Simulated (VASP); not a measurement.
Write the native input for VASP 6.6.1 that does the following.

```yaml
Task: single point
Functional: LDA
Potentials_or_basis: VASP PAW LDA potentials, release 64 (Mn_pv, Rh_pv)
Cutoff: 520 eV
k_mesh: 8 × 8 × 8
Occupations: methfessel-paxton, width 0.05 eV
Spin: collinear spin, ferromagnetic start
Starting_moments: "[2.8, 0.0] μB"
Dipole_correction: no
Further_INCAR_settings: ALGO = Normal; EDIFF = 1e-06; NBANDS = 25
```

The structure of MnRh lies in POSCAR:

```
MnRh
1.0
    3.0440000000      0.0000000000      0.0000000000
    0.0000000000      3.0440000000      0.0000000000
    0.0000000000      0.0000000000      3.0440000000
Mn Rh
1 1
Direct
    0.0000000000      0.0000000000      0.0000000000
    0.5000000000      0.5000000000      0.5000000000
```

The input as run:

INCAR

```
ALGO = Normal
EDIFF = 1E-6
ENCUT = 520
ISIF = 2
ISMEAR = 1
ISPIN = 2
LASPH = True
LCHARG = False
LMAXMIX = 4
LORBIT = 11
LREAL = False
LWAVE = False
MAGMOM = 2.8 0
NBANDS = 25
NELM = 150
PREC = Accurate
SIGMA = 0.05
```

KPOINTS

```
k-points
0
Gamma
  8 8 8
```

Potentials or basis: VASP PAW LDA potentials, release 64 (Mn_pv, Rh_pv).

The run is started by

```bash
$ cat potpaw_LDA.64/Mn_pv/POTCAR potpaw_LDA.64/Rh_pv/POTCAR > POTCAR
$ mpirun -np 1 vasp_std > vasp.out
```

It gave:

```yaml
Pressure: -16.5 GPa
Net_moment: 4.09 μB per cell
Site_moments: Mn +3.36; Rh +0.61 μB
Valence_electrons_inside_the_program's_atomic_spheres: Mn 11.58; Rh 13.79
```

Caveat: the cell stands under tension.

Run time: 23 s on 1 thread of Intel(R) Xeon(R) Platinum 8259CL CPU @ 2.50GHz (Skylake/Cascade Lake) (shared host), peak memory 0.16 GiB.
